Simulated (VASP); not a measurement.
AlN:

```
Al N
1.0
     0.01736    2.01342    2.01342
     2.01342    0.01736    2.01342
     2.01342    2.01342    0.01736
Al N
1 1
Direct
  0.00000 0.00000 0.00000
  0.50000 0.50000 0.50000
```

This cell differs from its parent crystal: epitaxial 111 strain -1.1%.

Base run:

```yaml
Program: VASP 6.6.1
Functional: r2SCAN
Potentials_or_basis: VASP PAW PBE potentials, release 64 (Al, N)
Cutoff: 520 eV
k_mesh: 10 × 10 × 10
Occupations: gaussian, width 0.01 eV
Spin: no spin polarisation
```

Its results: band gap on the k mesh 5.60 eV (least direct gap 6.83 eV); pressure 5.2 GPa.

Problem. The run is repeated on the same cell with these changes: functional from r2SCAN to PBE; occupations from gaussian, width 0.01 eV to fermi-dirac, width 0.02 eV. What comes out?

Solution. Band gap on the k mesh 4.74 eV (least direct gap 5.98 eV); pressure 12.2 GPa.

Caveats: the cell stands under pressure; the PAW data sets were made with another functional, which shifts forces and pressure a little (at least some runs).

A k mesh can miss the band edges.
